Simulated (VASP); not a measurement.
# Ir (P6_3/mmc) in VASP: further runs, part 2 of 2

VASP 6.6.1. Earlier steps stand in the parts before.

### Step 5. Single point, PBEsol

File INCAR:

```
SYSTEM = Ir
ALGO = Normal
EDIFF = 1E-6
ENCUT = 520
GGA = PS
ISIF = 2
ISMEAR = 1
LASPH = .True.
LCHARG = .False.
LREAL = .False.
LWAVE = .False.
NBANDS = 16
NELM = 60
PREC = Accurate
SIGMA = 0.05
```

File KPOINTS:

```
k-points
0
Gamma
  14 14 8
  0 0 0
```

File POSCAR:

```
Ir
1.0
    2.7513800000      0.0000000000      0.0000000000
   -1.3756900000      2.3827600000      0.0000000000
    0.0000000000      0.0000000000      4.4622900000
Ir
2
Direct
    0.6666666667      0.3333333333      0.7500000000
    0.3333333333      0.6666666667      0.2500000000
```

Potentials or basis: VASP PAW PBE potentials, release 64 (Ir).

The run is started by

```
$ cat potpaw_PBE.64/Ir/POTCAR > POTCAR
$ mpirun -np 1 vasp_std > vasp.out
```

OUTCAR:

```text
SYSTEM = Ir
   EDIFF = 1E-6
   ENCUT = 520
   GGA = PS
   ISIF = 2
   ISMEAR = 1
   LASPH = .True.
   LREAL = .False.
   NELM = 60
   PREC = Accurate

 ion  position               nearest neighbor table
   1  0.667  0.333  0.750-   2 2.74   2 2.74   2 2.74   2 2.74   2 2.74   2 2.74
   2  0.333  0.667  0.250-   1 2.74   1 2.74   1 2.74   1 2.74   1 2.74   1 2.74

  LATTYP: Found a hexagonal cell.
 ALAT       =     2.7513800000
 C/A-ratio  =     1.6218370418

  Lattice vectors:

 A1 = (   2.7513800000,   0.0000000000,   0.0000000000)
 A2 = (  -1.3756900000,   2.3827600000,   0.0000000000)
 A3 = (   0.0000000000,   0.0000000000,   4.4622900000)

Analysis of symmetry for initial positions (statically):
=====================================================================
 Subroutine PRICEL returns:
 Original cell was already a primitive cell.

 Routine SETGRP: Setting up the symmetry group for a
 hexagonal supercell.

 Subroutine GETGRP returns: Found 24 space group operations
 (whereof 12 operations were pure point group operations)
 out of a pool of 24 trial point group operations.

The static configuration has the point symmetry D_3d.
 The point group associated with its full space group is D_6h.

Analysis of symmetry for dynamics (positions and initial velocities):
=====================================================================
 Subroutine PRICEL returns:
 Original cell was already a primitive cell.

 Routine SETGRP: Setting up the symmetry group for a
 hexagonal supercell.

 Subroutine GETGRP returns: Found 24 space group operations
 (whereof 12 operations were pure point group operations)
 out of a pool of 24 trial point group operations.

The dynamic configuration has the point symmetry D_3d.
 The point group associated with its full space group is D_6h.

 Subroutine INISYM returns: Found 24 space group operations
 (whereof 12 operations are pure point group operations),
 and found     1 'primitive' translations

[... 106 lines left out ...]
   NUPDOWN=      -1.0000    fix difference up-down
   EMIN   =  10.00;   EMAX   =-10.00  energy-range for DOS
   EFERMI =   0.00;   METHOD = LEGACY
   ISMEAR =     1;   SIGMA  =   0.05  broadening in eV -4-tet -1-fermi 0-gaus
   EFERMI_NEDOS =   21; number of points for ismear=-14 and -15
   IALGO  =     38    algorithm
   IMIX   =      4    mixing-type and parameters
     AMIX     =   0.40;   BMIX     =  1.00
     AMIX_MAG =   1.60;   BMIX_MAG =  1.00
  volume/ion in A,a.u.               =      14.63        98.71
  Fermi-wavevector in a.u.,A,eV,Ry     =   1.392417  2.631287 26.379332  1.938826
  Thomas-Fermi vector in A             =   2.516162
   LORBIT       =      0    0 simple, 1 ext, 2 COOP (PROOUT), +10 PAW based schemes
   GGA     = PS    functional components
   LHFCALC =     F    Hartree Fock is set to
   AEXX    =    0.0000 exact exchange contribution
   IVDW    =     0    specifies the selected vdW correction
   LEPSILON=     F    determine dielectric tensor
   LRPA    =     F    only Hartree local field effects (RPA)
 non-spin polarized calculation
 Methfessel and Paxton  Order N= 1 SIGMA  =   0.05
  energy-cutoff  :      520.00
  volume of cell :       29.25
 maximum number of plane-waves:       796
   NGX = 11   NGY = 11   NGZ = 17

 number of electron      17.9999997 magnetization

 Free energy of the ion-electron system (eV)
  ---------------------------------------------------
  ext. energy  EPLUGINS =         0.00000000
  ---------------------------------------------------
  free energy    TOTEN  =       -19.44275785 eV

  energy without entropy =      -19.44264754  energy(sigma->0) =      -19.44272108

 E-fermi :   9.7991     XC(G=0): -13.9054

 val. band max:        9.7900985641   @ k =   0.2857   0.0714   0.0000
 cond. band min:       9.8064053380   @ k =   0.2857   0.0714   0.3750
 fundamental gap:      0.0163067739
 Fermi energy:         9.7990560909

 k-point     1 :       0.0000    0.0000    0.0000
  band No.  band energies     occupation
      1      -1.1575      2.00000
      2       1.9089      2.00000
      3       6.0166      2.00000
      4       6.1223      2.00000
      5       6.1224      2.00000
      6       6.7502      2.00000
[... 433 lines left out ...]
      3       4.1077      2.00000
      4       4.9331      2.00000
      5       5.6314      2.00000
      6       5.8676      2.00000
[... 8 lines left out ...]
     15      22.8412      0.00000
     16      23.0354      0.00000

 [... further k-points ...]
[... 5 lines left out ...]
  --------------------------------------------------------------------------------------
  -------------------------------------------------------------------------------------
  Total       -2.1266564     -2.1266475     -2.1830367     -0.0000000      0.0000000      0.0000000
  in kB     -116.4713843   -116.4708979   -119.5591852     -0.0000000      0.0000000      0.0000000
  external PRESSURE =    -117.5004892 kB  Pullay stress =       0.0000000 kB

 VOLUME and BASIS-vectors are now :
 -----------------------------------------------------------------------------
  energy-cutoff  :      520.00
  volume of cell :       29.25
      direct lattice vectors                 reciprocal lattice vectors
     2.751380000  0.000000000  0.000000000     0.363453976  0.209840689  0.000000000
    -1.375690000  2.382760000  0.000000000     0.000000000  0.419681378  0.000000000
     0.000000000  0.000000000  4.462290000     0.000000000  0.000000000  0.224100182

 POSITION                                       TOTAL-FORCE (eV/Angst)
 -----------------------------------------------------------------------------------
      1.37569      0.79425      3.34672         0.000000     -0.000000      0.000000
     -0.00000      1.58851      1.11557        -0.000000      0.000000      0.000000
 -----------------------------------------------------------------------------------
    total drift:                               -0.000000      0.000000     -0.000000

  FREE ENERGIE OF THE ION-ELECTRON SYSTEM (eV)
  ---------------------------------------------------
  free  energy   TOTEN  =       -19.4427578519 eV

  energy  without entropy=      -19.4426475421  energy(sigma->0) =      -19.44272108
```

Run time: 50 s. Hardware: 1 thread of Intel Xeon 6455B, shared host; peak memory 0.18 GiB.

Results:

```yaml
Free_energy: -19.4428 eV
Pressure: -11.8 GPa
Band_gap_on_the_k_mesh: zero (band 9 reaches 10.71 eV, above the bottom of band 10 at 7.53 eV)
```

Stress tensor (GPa, compression positive):
```
-11.65   0.00   0.00
  0.00 -11.65   0.00
  0.00   0.00 -11.96
```

Caveat: the PAW data sets were made with another functional, which shifts forces and pressure a little; spin-orbit coupling is left out, which moves the levels of the heavy elements.

### Step 6. Summary

```csv
smearing,gap on the mesh (eV),pressure (GPa)
methfessel-paxton 0.3 eV,none,-11.8
methfessel-paxton 0.2 eV,none,-11.8
methfessel-paxton 0.1 eV,none,-11.8
methfessel-paxton 0.05 eV,none,-11.8
```

Alike in all rows: task single point; level PBEsol; potentials or basis VASP PAW PBE potentials, release 64 (Ir); no spin polarisation; cell as given; k mesh 14 × 14 × 8; cutoff (eV) 520.

Every run on the cell as given and a fine mesh finds a metal.

Caveats: the PAW data sets were made with another functional, which shifts forces and pressure a little; spin-orbit coupling is left out, which moves the levels of the heavy elements.

Absolute energies hang on the potentials; compare differences alone.
